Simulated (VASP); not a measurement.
# CuO (C2/c) in VASP: notebook

The runs below take CuO through single point, with r2SCAN.

Program: VASP 6.6.1. These are calculated values, not measurements. Logs are shortened: lines on timing, memory, paths and dates and some standing lists are left out, and cuts for length are marked.

**1. The cell of the first run**

Symmetry: C2/c, No. 15, monoclinic system. The conventional cell has a = 4.673 Å, b = 3.477 Å, c = 5.119 Å, α = 90.00°, β = 98.56°, γ = 90.00°. Cu (site symmetry -1) has 4 O at 1.91 to 1.98 Å within 2.5 Å. Within 2.5 Å of O (site symmetry 2) lie 4 Cu at 1.91 to 1.98 Å.

**2. Single point, r2SCAN**

POSCAR

```
CuO
1.0
    2.3366000000     -1.7385000000      0.0000000000
    2.3366000000      1.7385000000      0.0000000000
   -0.7621600000      0.0000000000      5.0619400000
Cu O
2 2
Direct
    0.0000000000      0.5000000000      0.0000000000
    0.5000000000      0.0000000000      0.5000000000
    0.5483000000      0.4517000000      0.2500000000
    0.4517000000      0.5483000000      0.7500000000
```

INCAR.step1

```
PREC = Accurate ; ENCUT = 520
ISMEAR = -1 ; SIGMA = 0.05
LREAL = False ; LASPH = True
NELM = 100 ; NBANDS = 25
GGA = PE ; ALGO = Normal
EDIFF = 1E-4 ; LWAVE = True
LCHARG = False
```

INCAR.step2

```
PREC = Accurate ; ENCUT = 520
EDIFF = 1E-6 ; ISMEAR = -1
SIGMA = 0.05 ; LREAL = False
LASPH = True ; NELM = 100
ALGO = Normal ; ISIF = 2
LWAVE = False ; LCHARG = False
METAGGA = R2SCAN ; LMIXTAU = True
NBANDS = 25 ; ISTART = 1
```

KPOINTS

```
regular mesh
0
Gamma
  7 7 4
```

Potentials or basis: VASP PAW PBE potentials, release 64 (Cu, O).

Launch:

```console
$ cat potpaw_PBE.64/Cu/POTCAR potpaw_PBE.64/O/POTCAR > POTCAR
$ cp INCAR.step1 INCAR
$ mpirun -np 1 vasp_std > vasp.out
$ cp INCAR.step2 INCAR
$ mpirun -np 1 vasp_std > vasp.out
```

OUTCAR:

```text
PREC = Accurate
   ENCUT = 520
   EDIFF = 1E-6
   ISMEAR = -1
   LREAL = False
   LASPH = True
   NELM = 100
   ISIF = 2
   METAGGA = R2SCAN
   ISTART = 1

 ion  position               nearest neighbor table
   1  0.000  0.500  0.000-   3 1.91   4 1.91   4 1.98   3 1.98
   2  0.500  0.000  0.500-   4 1.91   3 1.91   4 1.98   3 1.98
   3  0.548  0.452  0.250-   2 1.91   1 1.91   2 1.98   1 1.98
   4  0.452  0.548  0.750-   1 1.91   2 1.91   2 1.98   1 1.98

  LATTYP: Found a base centered monoclinic cell.
 ALAT       =     4.6732000000
 B/A-ratio  =     0.7440297869
 C/A-ratio  =     1.0953942540
 COS(beta)  =    -0.1488885587

  Lattice vectors:

 A1 = (   2.3366000000,  -1.7385000000,   0.0000000000)
 A2 = (   2.3366000000,   1.7385000000,   0.0000000000)
 A3 = (  -0.7621600000,   0.0000000000,   5.0619400000)

Analysis of symmetry for initial positions (statically):
=====================================================================
 Subroutine PRICEL returns:
 Original cell was already a primitive cell.

 Routine SETGRP: Setting up the symmetry group for a
 base centered monoclinic supercell.

 Subroutine GETGRP returns: Found  4 space group operations
 (whereof  2 operations were pure point group operations)
 out of a pool of  4 trial point group operations.

The static configuration has the point symmetry S_2 .
 The point group associated with its full space group is C_2h.

Analysis of symmetry for dynamics (positions and initial velocities):
=====================================================================
 Subroutine PRICEL returns:
 Original cell was already a primitive cell.

 Routine SETGRP: Setting up the symmetry group for a
 base centered monoclinic supercell.

 Subroutine GETGRP returns: Found  4 space group operations
 (whereof  2 operations were pure point group operations)
 out of a pool of  4 trial point group operations.

The dynamic configuration has the point symmetry S_2 .
 The point group associated with its full space group is C_2h.

 Subroutine INISYM returns: Found  4 space group operations
 (whereof  2 operations are pure point group operations),
 and found     1 'primitive' translations

----------------------------------------------------------------------------------------

                                     Primitive cell

  volume of cell :      41.1250

  direct lattice vectors                    reciprocal lattice vectors
     2.336600000 -1.738500000  0.000000000     0.213986134 -0.287604257  0.032219203
     2.336600000  1.738500000  0.000000000     0.213986134  0.287604257  0.032219203
    -0.762160000  0.000000000  5.061940000     0.000000000  0.000000000  0.197552717

  length of vectors
     2.912401382  2.912401382  5.118996428     0.359922701  0.359922701  0.197552717

  position of ions in fractional coordinates (direct lattice)
     0.000000000  0.500000000  0.000000000
     0.500000000  0.000000000  0.500000000
     0.548300000  0.451700000  0.250000000
     0.451700000  0.548300000  0.750000000

  ion indices of the primitive-cell ions
   primitive index   ion index
                 1           1
                 2           2
                 3           3
                 4           4

----------------------------------------------------------------------------------------

 KPOINTS: regular mesh

Automatic generation of k-mesh.
 Grid dimensions read from file:
 generate k-points for:    7    7    4

 Generating k-lattice:

  Cartesian coordinates                     Fractional coordinates (reciprocal lattice)
     0.030569448 -0.041086322  0.004602743     0.142857143  0.000000000  0.000000000
     0.030569448  0.041086322  0.004602743     0.000000000  0.142857143  0.000000000
     0.000000000  0.000000000  0.049388179     0.000000000  0.000000000  0.250000000

  Length of vectors
     0.051417529  0.051417529  0.049388179

  Shift w.r.t. Gamma in fractional coordinates (k-lattice)
     0.000000000  0.000000000  0.000000000

 Subroutine IBZKPT returns following result:
 ===========================================

 Found     60 irreducible k-points:

 Following reciprocal coordinates:
            Coordinates               Weight
  0.000000  0.000000  0.000000      1.000000
  0.142857 -0.000000  0.000000      4.000000
  0.285714  0.000000  0.000000      4.000000
  0.428571 -0.000000  0.000000      4.000000
  0.142857  0.142857  0.000000      2.000000
  0.285714  0.142857  0.000000      4.000000
[... 16 lines left out ...]
 -0.142857  0.000000  0.250000      4.000000
  0.142857  0.142857  0.250000      2.000000
 [... further k-points ...]
   k-points           NKPTS =     60   k-points in BZ     NKDIM =     60   number of bands    NBANDS=     25
   number of dos      NEDOS =    301   number of ions     NIONS =      4
   total plane-waves  NPLWV =  23040
   dimension x,y,z NGX =    24 NGY =   24 NGZ =   40
   dimension x,y,z NGXF=    48 NGYF=   48 NGZF=   80
   ions per type =               2   2
   NGX,Y,Z   is equivalent  to a cutoff of  13.70, 13.70, 12.99 a.u.
   NGXF,Y,Z  is equivalent  to a cutoff of  27.40, 27.40, 25.98 a.u.
 SYSTEM =  unknown system
   PREC   = accura    normal or accurate (medium, high low for compatibility)
   ISTART =      1    job   : 0-new  1-cont  2-samecut
   ICHARG =      0    charge: 1-file 2-atom 10-const
   ISPIN  =      1    spin polarized calculation?
   LNONCOLLINEAR =      F non collinear calculations
   LSORBIT =      F    spin-orbit coupling
   LASPH  =      T    aspherical Exc in radial PAW
   ENCUT  =  520.0 eV  38.22 Ry    6.18 a.u.   5.42  5.42  9.52*2*pi/ulx,y,z
   NELM   =    100;   NELMIN=  2; NELMDL=  0     # of ELM steps
   EDIFF  = 0.1E-05   stopping-criterion for ELM
   LREAL  =      F    real-space projection
   EDIFFG = 0.1E-04   stopping-criterion for IOM
   NSW    =      0    number of steps for IOM
   IBRION =     -1    ionic relax: 0-MD 1-quasi-New 2-CG
   NFREE  =      0    steps in history (QN), initial steepest desc. (CG)
   ISIF   =      2    stress and relaxation
   ISYM   =      2    0-nonsym 1-usesym 2-fastsym
   POTIM  = 0.5000    time-step for ionic-motion
   TEBEG  =    0.0;   TEEND  =   0.0 temperature during run
   PSTRESS=    0.0 pullay stress
   NELECT =      34.0000    total number of electrons
   NUPDOWN=      -1.0000    fix difference up-down
   EMIN   =  10.00;   EMAX   =-10.00  energy-range for DOS
   EFERMI =   0.00;   METHOD = LEGACY
   ISMEAR =    -1;   SIGMA  =   0.05  broadening in eV -4-tet -1-fermi 0-gaus
   EFERMI_NEDOS =   21; number of points for ismear=-14 and -15
   IALGO  =     38    algorithm
   IMIX   =      4    mixing-type and parameters
     AMIX     =   0.40;   BMIX     =  1.00
     AMIX_MAG =   1.60;   BMIX_MAG =  1.00
  volume/ion in A,a.u.               =      10.28        69.38
  Fermi-wavevector in a.u.,A,eV,Ry     =   1.536500  2.903563 32.121056  2.360831
  Thomas-Fermi vector in A             =   2.643140
   LORBIT       =      0    0 simple, 1 ext, 2 COOP (PROOUT), +10 PAW based schemes
   METAGGA = R2SCAN    functional components
   LHFCALC =     F    Hartree Fock is set to
   AEXX    =    0.0000 exact exchange contribution
   IVDW    =     0    specifies the selected vdW correction
   LEPSILON=     F    determine dielectric tensor
   LRPA    =     F    only Hartree local field effects (RPA)
 non-spin polarized calculation
  energy-cutoff  :      520.00
  volume of cell :       41.13
 maximum number of plane-waves:      1139
 NGX is ok and might be reduce to    24
   NGX = 11   NGY = 11   NGZ = 19

 number of electron      34.0000014 magnetization

 Free energy of the ion-electron system (eV)
  ---------------------------------------------------
  ext. energy  EPLUGINS =         0.00000000
  ---------------------------------------------------
  free energy    TOTEN  =       -36.40401587 eV

  energy without entropy =      -36.38936707  energy(sigma->0) =      -36.39669147

 E-fermi :   5.4481     XC(G=0): -12.5060

 val. band max:        5.4318064300   @ k =  -0.2857   0.1429   0.5000
 cond. band min:       5.4632282698   @ k =  -0.1429   0.0000   0.2500
 fundamental gap:      0.0314218398
 Fermi energy:         5.4481488844

 k-point     1 :       0.0000    0.0000    0.0000
  band No.  band energies     occupation
      1     -15.7374      2.00000
      2     -14.4018      2.00000
      3      -3.0770      2.00000
      4      -0.4755      2.00000
      5      -0.0219      2.00000
      6       1.7875      2.00000
[... 17 lines left out ...]
     24      21.8868      0.00000
     25      22.5832      0.00000

 k-point     2 :       0.1429   -0.0000    0.0000
  band No.  band energies     occupation
      1     -15.6151      2.00000
      2     -14.3632      2.00000
      3      -2.8685      2.00000
      4      -0.5142      2.00000
      5      -0.0695      2.00000
      6       0.5388      2.00000
[... 17 lines left out ...]
     24      21.4622      0.00000
     25      22.6226      0.00000

 k-point     3 :       0.2857    0.0000    0.0000
  band No.  band energies     occupation
      1     -15.3242      2.00000
      2     -14.2747      2.00000
      3      -2.3796      2.00000
      4      -1.0102      2.00000
      5      -0.5993      2.00000
      6      -0.0651      2.00000
[... 17 lines left out ...]
     24      20.2579      0.00000
     25      21.9413      0.00000

 k-point     4 :       0.4286   -0.0000    0.0000
  band No.  band energies     occupation
      1     -15.0721      2.00000
      2     -14.2012      2.00000
      3      -2.0147      2.00000
      4      -1.9336      2.00000
      5      -0.6119      2.00000
      6      -0.0461      2.00000
[... 17 lines left out ...]
     24      19.2619      0.00000
     25      21.3180      0.00000
[... 477 lines left out ...]
 k-point    22 :      -0.2857   -0.0000    0.2500
  band No.  band energies     occupation
      1     -15.2196      2.00000
      2     -14.4123      2.00000
      3      -2.0234      2.00000
      4      -0.8259      2.00000
      5      -0.6014      2.00000
      6      -0.2053      2.00000
[... 17 lines left out ...]
     24      20.8763      0.00000
     25      22.5149      0.00000

 k-point    23 :      -0.1429    0.0000    0.2500
  band No.  band energies     occupation
      1     -15.4778      2.00000
      2     -14.5506      2.00000
      3      -2.3773      2.00000
      4      -0.4561      2.00000
      5      -0.1429      2.00000
      6       0.6962      2.00000
[... 17 lines left out ...]
     24      21.2521      0.00000
     25      22.7551      0.00000

 k-point    24 :       0.1429    0.1429    0.2500
  band No.  band energies     occupation
      1     -15.3408      2.00000
      2     -14.6027      2.00000
      3      -2.1183      2.00000
      4      -0.3439      2.00000
      5      -0.3064      2.00000
      6       0.5519      2.00000
[... 17 lines left out ...]
     24      21.0360      0.00000
     25      22.1703      0.00000

 [... further k-points ...]
[... 5 lines left out ...]
  --------------------------------------------------------------------------------------
  -------------------------------------------------------------------------------------
  Total       -0.3054275      0.7302087      0.5728574      0.0000000      0.0000000      0.7085973
  in kB      -11.8990583     28.4479852     22.3177830      0.0000000      0.0000000     27.6060347
  external PRESSURE =      12.9555699 kB  Pullay stress =       0.0000000 kB

 VOLUME and BASIS-vectors are now :
 -----------------------------------------------------------------------------
  energy-cutoff  :      520.00
  volume of cell :       41.13
      direct lattice vectors                 reciprocal lattice vectors
     2.336600000 -1.738500000  0.000000000     0.213986134 -0.287604257  0.032219203
     2.336600000  1.738500000  0.000000000     0.213986134  0.287604257  0.032219203
    -0.762160000  0.000000000  5.061940000     0.000000000  0.000000000  0.197552717

 POSITION                                       TOTAL-FORCE (eV/Angst)
 -----------------------------------------------------------------------------------
      1.16830      0.86925      0.00000         0.000000      0.000000     -0.000000
      0.78722     -0.86925      2.53097         0.000000      0.000000     -0.000000
      2.14606     -0.16794      1.26548        -0.000000     -0.191567      0.000000
      1.76498      0.16794      3.79645        -0.000000      0.191567     -0.000000
 -----------------------------------------------------------------------------------
    total drift:                                0.000000      0.000000     -0.000000

  FREE ENERGIE OF THE ION-ELECTRON SYSTEM (eV)
  ---------------------------------------------------
  free  energy   TOTEN  =       -36.4040158696 eV

  energy  without entropy=      -36.3893670654  energy(sigma->0) =      -36.39669147
```

Wall time 78 s (1 thread of Intel Xeon 6975P-C (Granite Rapids), shared host); peak memory 0.2 GiB.

What came out:

- Free energy: -36.4040 eV
- Pressure: 1.3 GPa
- Largest force: 0.192 eV/Å
- Band gap on the k mesh: zero (band 17 reaches 5.68 eV, above the bottom of band 18 at 4.98 eV)

Forces on the atoms (eV/Å):
```
Cu   0.000  0.000  0.000
Cu   0.000  0.000  0.000
O    0.000 -0.192  0.000
O    0.000  0.192  0.000
```

Caveat: the PAW data sets were made with another functional, which shifts forces and pressure a little; semilocal functionals often make such compounds metallic where correlation or magnetic order opens a gap, which also shifts bond lengths.

**3. Single point, r2SCAN, collinear spin, ferromagnetic start**

POSCAR is that of step 2.

INCAR.step1

```
PREC     = Accurate       # precision mode
ENCUT    = 520            # plane-wave cutoff, eV
ISMEAR   = -1             # smearing method
SIGMA    = 0.05           # smearing width, eV
LREAL    = F              # projectors in reciprocal space
LASPH    = T              # aspherical terms in the spheres
NELM     = 150            # most SCF steps
ISPIN    = 2              # spin polarisation
MAGMOM   = 0.5 0.5 0 0    # initial moments
LMAXMIX  = 4              # l up to which the mixer works
NBANDS   = 29             # bands
GGA      = PE             # functional
ALGO     = Normal         # electronic algorithm
EDIFF    = 1E-4           # SCF threshold, eV
LWAVE    = T              # write WAVECAR
LCHARG   = F              # write CHGCAR
```

INCAR.step2

```
PREC     = Accurate       # precision mode
ENCUT    = 520            # plane-wave cutoff, eV
EDIFF    = 1E-6           # SCF threshold, eV
ISMEAR   = -1             # smearing method
SIGMA    = 0.05           # smearing width, eV
LREAL    = F              # projectors in reciprocal space
LASPH    = T              # aspherical terms in the spheres
NELM     = 150            # most SCF steps
ALGO     = Normal         # electronic algorithm
ISIF     = 2              # what is computed and relaxed
LWAVE    = F              # write WAVECAR
LCHARG   = F              # write CHGCAR
ISPIN    = 2              # spin polarisation
MAGMOM   = 0.5 0.5 0 0    # initial moments
LORBIT   = 11             # projections on sites
LMAXMIX  = 4              # l up to which the mixer works
METAGGA  = R2SCAN         # meta-GGA
LMIXTAU  = T            
NBANDS   = 29             # bands
ISTART   = 1
```

KPOINTS is that of step 2.

Potentials or basis: VASP PAW PBE potentials, release 64 (Cu, O).

Launch:

```console
$ cat potpaw_PBE.64/Cu/POTCAR potpaw_PBE.64/O/POTCAR > POTCAR
$ cp INCAR.step1 INCAR
$ mpirun -np 1 vasp_std > vasp.out
$ cp INCAR.step2 INCAR
$ mpirun -np 1 vasp_std > vasp.out
```

Wall time 2.5 min (1 thread of Intel Xeon 6975P-C (Granite Rapids), shared host); peak memory 0.25 GiB.

The run converged. Its results:

| Item | Value |
| --- | --- |
| Free energy | -36.4040 eV |
| Pressure | 1.3 GPa |
| Largest force | 0.192 eV/Å |
| Band gap on the k mesh | zero (filled and empty bands overlap) |
| Net moment | 0.00 μB per cell |
| Valence electrons inside the program's atomic spheres | Cu 9.95; O 5.00 |

Forces in eV/Å, atoms in the order of the input:
```
Cu   0.000  0.000  0.000
Cu   0.000  0.000  0.000
O    0.000 -0.192  0.000
O    0.000  0.192  0.000
```

Stress tensor (GPa, compression positive):
```
-1.21  0.00  2.76
 0.00  2.82  0.00
 2.76  0.00  2.21
```

Levels at points of the mesh, in eV from the Fermi level:
Spin up:
```tsv
k point	band 14	band 15	band 16	band 17	band 18	band 19	band 20	band 21
(0.00, 0.00, 0.00)	-2.54	-2.44	-1.96	0.22	0.98	2.04	6.63	8.48
(0.00, 0.00, 0.50)	-2.46	-1.77	-1.77	0.22	0.22	4.22	4.22	12.52
```
Spin down:
```
           k point  band 13  band 14  band 15  band 16  band 17  band 18  band 19  band 20  band 21  band 22
(0.00, 0.00, 0.00)    -2.65    -2.54    -2.44    -1.96     0.22     0.98     2.04     6.63     8.48    14.43
(0.00, 0.00, 0.50)    -2.46    -2.46    -1.77    -1.77     0.21     0.21     4.22     4.22    12.52    12.52
```

Caveat: the PAW data sets were made with another functional, which shifts forces and pressure a little; semilocal functionals often make such compounds metallic where correlation or magnetic order opens a gap, which also shifts bond lengths. With open d or f shells a metallic result of r2SCAN can be an artefact of self-interaction; +U or a hybrid may open a gap.
